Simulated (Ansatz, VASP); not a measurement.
# One calculation of GaS, two programs

The input INCAR:

```
ALGO     = Normal         # electronic algorithm
EDIFF    = 1E-7           # SCF threshold, eV
EDIFFG   = -0.01          # ionic threshold
ENCUT    = 500            # plane-wave cutoff, eV
GGA      = PE             # functional
GGA_COMPAT= False        
IBRION   = 2              # ionic algorithm
ISIF     = 3              # what is computed and relaxed
ISMEAR   = 0              # smearing method
LASPH    = True           # aspherical terms in the spheres
LCHARG   = False          # write CHGCAR
LREAL    = False          # projectors in reciprocal space
LWAVE    = False          # write WAVECAR
NELM     = 120            # most SCF steps
NELMIN   = 4            
NSW      = 100            # ionic steps
PREC     = Accurate       # precision mode
SIGMA    = 0.02           # smearing width, eV
```

Contents of KPOINTS:

```
k-points
0
Gamma
  12 12 2
```

The input POSCAR:

```
GaS
1.0
    3.5849995100      0.0000000000      0.0000000000
   -1.7924997500      3.1047006400      0.0000000000
    0.0000000000      0.0000000000     15.5000000000
Ga S
4 4
Direct
    0.3333333300      0.6666666700      0.1700000000
    0.6666666700      0.3333333300      0.6700000000
    0.3333333300      0.6666666700      0.3300000000
    0.6666666700      0.3333333300      0.8300000000
    0.3333333300      0.6666666700      0.6000000200
    0.6666666700      0.3333333300      0.1000000200
    0.3333333300      0.6666666700      0.8999999800
    0.6666666700      0.3333333300      0.3999999800
```

Input for Ansatz:

```yaml
crystal:
  lattice:
    - [3.58499951, 0.0, 0.0]
    - [-1.79249975, 3.10470064, 0.0]
    - [0.0, 0.0, 15.5]
  atoms:
    - { symbol: Ga, position: [0.33333333, 0.66666667, 0.17] }
    - { symbol: Ga, position: [0.66666667, 0.33333333, 0.67] }
    - { symbol: Ga, position: [0.33333333, 0.66666667, 0.33] }
    - { symbol: Ga, position: [0.66666667, 0.33333333, 0.83] }
    - { symbol: S, position: [0.33333333, 0.66666667, 0.60000002] }
    - { symbol: S, position: [0.66666667, 0.33333333, 0.10000002] }
    - { symbol: S, position: [0.33333333, 0.66666667, 0.89999998] }
    - { symbol: S, position: [0.66666667, 0.33333333, 0.39999998] }
basis:
  ecutwfc: 420
kpoints:
  mp_grid: { grid: [12, 12, 2] }
hamiltonian:
  xc: pbe
scf:
  occupations: { method: gaussian, width: 0.02 }
output:
  forces: true
  stress: true
  eigenvalues: true
  write_density: true
  write_potential: true
  elf: true
  volumetric_format: npy
relax:
  adjacent_minimum: "off"
  f_tol: 0.01
  max_steps: 80
  cell: { stress_tol: 0.05 }
```

Alike in both runs: task relaxation of cell and atoms; functional PBE; k mesh 12 × 12 × 2; occupations gaussian, width 0.02 eV; no spin polarisation.

|  | VASP | Ansatz |
| --- | --- | --- |
| version | VASP 6.6.1 | Ansatz 0.2.0 |
| potentials or method | VASP PAW PBE potentials, release 64 (Ga_d, S), cutoff 500 eV | scalar-relativistic, plane waves, PAW |
| valence electrons in the cell | 76 | 76 |

Ansatz gave:

```
gap on the k mesh at the Fermi level, each at its own relaxed structure (eV)  : 2.02
relaxed volume (Å³/atom)                                                      : 25.36
relaxed length of the cell vector where the two differ most in proportion (Å) : 17.775
```

Task: Which values does VASP return?

Result: gap on the k mesh at the Fermi level, each at its own relaxed structure (eV): 1.90; relaxed volume (Å³/atom): 24.23; relaxed length of the cell vector where the two differ most in proportion (Å): 16.999.
